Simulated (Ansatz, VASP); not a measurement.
## FeSi in VASP and in Ansatz

```
CELL_PARAMETERS angstrom
4.40328 0.00000 0.00000
0.00000 4.40328 0.00000
0.00000 0.00000 4.40328
ATOMIC_POSITIONS crystal
Fe 0.13666 0.13666 0.13666
Fe 0.36334 0.86334 0.63666
Fe 0.63666 0.36334 0.86334
Fe 0.86334 0.63666 0.36334
Si 0.84112 0.84112 0.84112
Si 0.65888 0.15888 0.34112
Si 0.34112 0.65888 0.15888
Si 0.15888 0.34112 0.65888
```

Alike in both runs: functional r2SCAN; k mesh 4 × 4 × 4; occupations gaussian, width 0.1 eV; no spin polarisation.

Ansatz relaxed the structure, and its values are those at the end. VASP's run is a single point on that final structure, the one shown.

```csv
,VASP,Ansatz
version,VASP 6.6.1,Ansatz 0.2.0
potentials or method,"VASP PAW PBE potentials, release 64 (Fe, Si), cutoff 520 eV","scalar-relativistic, plane waves, PAW"
valence electrons in the cell,48,80
```

|  | VASP | Ansatz | Ansatz less VASP |
| --- | --- | --- | --- |
| gap on the k mesh at the Fermi level (eV) | 0.35 | 0.36 | +0.012 |
| least direct gap on the mesh (eV) | 0.41 | 0.43 | +0.013 |
| pressure (GPa) | 0.4 | -0.1 | -0.44 |
| rms of the force components (eV/Å) | 0.015 | 0.001 | -0.0141 |

VASP's potentials were made for PBE, not for r2SCAN. The functional is the same, so the differences come from potentials, cutoffs and numerics. VASP's potentials hold 48 valence electrons a cell and Ansatz's 80, so a difference there can come from the potentials and not from the codes.
